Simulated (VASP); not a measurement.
Runs of VASP 6.6.1 on F. The structure is that of space group Fm-3m (No. 225), or close to it. The cells are those of the table. 

```tsv
task	cell	k mesh for the DOS	occupations for the DOS	gap on the mesh (eV)	pressure (GPa)
single point	a = 1.842 Å, angles 60.0°, 1 atom	-	-	none	358.1
single point	a = 2.339 Å, angles 60.0°, 1 atom	-	-	none	(a)
single point	a = 1.937 Å, angles 60.0°, 1 atom	-	-	none	203.8
single point	a = 2.247 Å, angles 60.0°, 1 atom	-	-	none	22.2
single point	a = 2.441 Å, angles 60.0°, 1 atom	-	-	none	(b)
```

Alike in all rows: level PBE; potentials or basis VASP PAW PBE potentials, release 64 (F); no spin polarisation; k mesh 17 × 17 × 17; cutoff (eV) 520; smearing fermi-dirac 0.1 eV.

Task: Fill in the values left out.

Result: (a) 7.8; (b) -0.6.

Caveats: an odd number of electrons without spin polarisation forces a metal; a magnetic or distorted state may lie lower.

A gap of «none» marks levels without a gap at the run's occupations.
